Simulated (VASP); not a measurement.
A run of VASP 6.6.1 is set up as follows.

INCAR

```
SYSTEM = AlNi
ALGO = Fast
EDIFF = 1E-6
ENCUT = 520
GGA = PS
ISIF = 2
ISMEAR = 0
LASPH = .True.
LCHARG = .True.
LELF = .True.
LREAL = .False.
LVHAR = .True.
LWAVE = .False.
NBANDS = 14
NELM = 80
PREC = Accurate
SIGMA = 0.15
```

KPOINTS

```
k-points
0
Gamma
  24 24 24
  0 0 0
```

The input POSCAR:

```
AlNi
1.0
    1.9887203192     -1.9887416704      0.0000000000
    1.9887203192      1.9887416704      0.0000000000
    0.0000000000      0.0000000000      2.9642759259
Al Ni
1 1
Direct
    0.0000000000      0.0000000000      0.0000000000
    0.5000000000      0.5000000000      0.5000000000
```

Potentials or basis: VASP PAW PBE potentials, release 64 (Al, Ni).

Run with:

```bash
$ cat potpaw_PBE.64/Al/POTCAR potpaw_PBE.64/Ni/POTCAR > POTCAR
$ mpirun -np 1 vasp_std > vasp.out
```

Predict the pressure.

0.6 GPa.

Estimate the band gap on the k mesh.

zero (an odd number of electrons rules out a gap without spin polarisation).

Stress tensor (GPa, compression positive):
```
 1.71  0.00  0.00
 0.00  1.71  0.00
 0.00  0.00 -1.77
```

Caveat: the PAW data sets were made with another functional, which shifts forces and pressure a little. Spin polarisation is off, so any magnetic state and its effect on volume and gap are missing.
